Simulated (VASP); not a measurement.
# O: single point with PBE

Crystal: O.

```
O
1.0
     0.00000    2.10755    3.34485
     1.47835    0.00000    3.34485
     1.47835    2.10755    0.00000
O
2
Direct
  0.08710 0.08710 0.91290
  0.91290 0.91290 0.08710
```

```
Program                : VASP 6.6.1
Task                   : single point
Functional             : PBE
Potentials or basis    : VASP PAW PBE potentials, release 64 (O)
Cutoff                 : 600 eV
k mesh                 : 3 × 1 × 6
Occupations            : gaussian, width 0.1 eV
Spin                   : no spin polarisation
Dipole correction      : no
Further INCAR settings : ALGO = Normal; EDIFF = 1e-06; NBANDS = 13; ISYM = 0
```

```yaml
Pressure: 18.1 GPa
Largest_force: 6.424 eV/Å
Band_gap_on_the_k_mesh: zero (bands 6 and 7 overlap by 1.11 eV)
```

Forces in eV/Å, atoms in the order of the input:
```
O    0.070  0.149  6.422
O   -0.070 -0.149 -6.422
```

Stress tensor (GPa, compression positive):
```
-6.41 -3.55 -4.09
-3.55 -7.25 -0.55
-4.09 -0.55 68.02
```

Levels at points of the mesh, in eV from the Fermi level:
| k point | band 3 | band 4 | band 5 | band 6 | band 7 | band 8 | band 9 | band 10 |
| --- | --- | --- | --- | --- | --- | --- | --- | --- |
| (0.00, 0.00, 0.00) | -9.43 | -6.34 | -6.04 | 0.86 | 1.40 | 9.68 | 12.42 | 15.72 |
| (0.00, 0.00, 0.50) | -9.25 | -7.59 | -6.37 | -1.14 | 1.20 | 10.97 | 14.28 | 15.73 |

Wall time 3 s on 1 thread of AMD EPYC 9R45 96-Core Processor (Zen 5) (shared host), peak memory 0.11 GiB.

Caveat: the k points lie up to 1.78 Å⁻¹ apart, too coarse for converged energies and pressures of a metal; the standard files for N, O and F lose accuracy on very short bonds; spin is off for a triplet molecule; this functional lacks dispersion, which holds the molecules together, so the pressure and a relaxed volume are unreliable; forces of over 1 eV/Å act on the atoms, so gaps and moduli don't describe the material at rest.
